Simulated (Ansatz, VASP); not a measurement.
Two plane-wave programs on Al2CdSi2

```
Al Cd Si
1.0
     4.72228    0.00000    0.00000
    -2.36114    4.08962    0.00000
     0.00000    0.00000    8.16010
Al Cd Si
2 1 2
Direct
  0.00000 0.00000 0.66639
  0.00000 0.00000 0.33361
  0.00000 0.00000 0.00000
  0.33333 0.66667 0.00000
  0.66667 0.33333 0.00000
```

Alike in both runs: functional PBE; k mesh 6 × 6 × 2; occupations gaussian, width 0.1 eV; no spin polarisation.

Ansatz relaxed the structure, and its values are those at the end. VASP's run is a single point on that final structure, the one shown.

```csv
,VASP,Ansatz
version,VASP 6.6.1,Ansatz 0.2.0
potentials or method,"VASP PAW PBE potentials, release 64 (Al, Cd, Si), cutoff 520 eV","scalar-relativistic, plane waves, PAW"
valence electrons in the cell,26,34
```

VASP gave:

| Quantity | Value |
| --- | --- |
| gap on the k mesh at the Fermi level (eV) | none |
| pressure (GPa) | 0.1 |
| rms of the force components (eV/Å) | 0.005 |

Question: What did Ansatz give for the same quantities?

Answer: gap on the k mesh at the Fermi level (eV): none; pressure (GPa): 0.0; rms of the force components (eV/Å): 0.003.

A gap of «none» marks a metal or a gap that the smearing closes. With one functional, cell and mesh, what is left measures potentials, basis and numerics. VASP's potentials hold 26 valence electrons a cell and Ansatz's 34, so a difference there can come from the potentials and not from the codes.

The k mesh is coarse, so the values compare programs but aren't converged.
